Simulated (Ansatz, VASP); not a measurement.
This is a calculation of CdSe for VASP 6.6.1.

Contents of POSCAR:

```
CdSe
1.0
    0.0000000000      3.0702711986      3.0702711986
    3.0702711986      0.0000000000      3.0702711986
    3.0702711986      3.0702711986      0.0000000000
Cd Se
1 1
Direct
    0.0000000000      0.0000000000      0.0000000000
    0.2500000000      0.2500000000      0.2500000000
```

File INCAR.step1:

```
  PREC = Accurate
  ENCUT = 600
  EDIFF = 1E-5
  ISMEAR = -1
  SIGMA = 0.05
  LREAL = False
  LASPH = True
  NELM = 100
  ALGO = Normal
  LWAVE = True
  LCHARG = False
  GGA = PE
  NBANDS = 16
```

File INCAR.step2:

```
  PREC = Accurate
  ENCUT = 600
  EDIFF = 1E-6
  ISMEAR = -1
  SIGMA = 0.05
  LREAL = False
  LASPH = True
  NELM = 100
  ALGO = Normal
  ISIF = 3
  LWAVE = False
  LCHARG = False
  GGA = B3
  LHFCALC = True
  AEXX = 0.2
  AGGAX = 0.72
  AGGAC = 0.81
  ALDAC = 0.19
  PRECFOCK = Normal
  IBRION = 2
  NSW = 60
  EDIFFG = -0.01
  ISTART = 1
```

Contents of KPOINTS:

```
Automatic mesh
0
Gamma
  4 4 4
```

Potentials or basis: VASP PAW PBE potentials, release 64 (Cd, Se).

The run is started by

```bash
$ cat potpaw_PBE.64/Cd/POTCAR potpaw_PBE.64/Se/POTCAR > POTCAR
$ cp INCAR.step1 INCAR
$ mpirun -np 1 vasp_std > vasp.out
$ cp INCAR.step2 INCAR
$ mpirun -np 1 vasp_std > vasp.out
```

Translate it to Ansatz 0.2.0. Potentials there: Ansatz PAW.

As run (the cutoff follows the program's own potentials):

File input.yaml:

```yaml
crystal:
  lattice:
    - [0.0, 3.0702711986, 3.0702711986]
    - [3.0702711986, 0.0, 3.0702711986]
    - [3.0702711986, 3.0702711986, 0.0]
  atoms:
    - { symbol: Cd, position: [0.0, 0.0, 0.0] }
    - { symbol: Se, position: [0.25, 0.25, 0.25] }
hamiltonian:
  xc: b3lyp
  pseudopotentials: { kind: paw }
kpoints:
  mp_grid: { grid: [4, 4, 4] }
scf:
  occupations: { method: fermi_dirac, width: 0.05 }
output:
  forces: true
  stress: true
  eigenvalues: true
relax:
  f_tol: 0.01
  max_steps: 40
  cell: { stress_tol: 0.05 }
```

Potentials or basis: Ansatz PAW.

Run with:

```sh
$ ansatz run input.yaml --threads 2 --pin off --max-ram 5632MiB --backend cpu --events-out ev --progress --plain --runs-dir out
```

Both were run:

|  | VASP | Ansatz | Ansatz less VASP |
| --- | --- | --- | --- |
| gap on the k mesh at the Fermi level, each at its own relaxed structure (eV) | 1.64 | 1.58 | -0.057 |
| relaxed volume (Å³/atom) | 30.53 | 30.43 | -0.103 |
| relaxed cell length with the largest relative difference (Å) | 4.420 | 4.415 | -0.0050 |

VASP's potentials were made for PBE, not for B3LYP. VASP's potentials hold 18 valence electrons a cell and Ansatz's 36, so a difference there can come from the potentials and not from the codes.

The k mesh is coarse, so the values compare programs but aren't converged. Noted on Ansatz's run: the plane-wave basis is chosen anew once the cell has moved, so the energies of steps on either side of that aren't comparable.
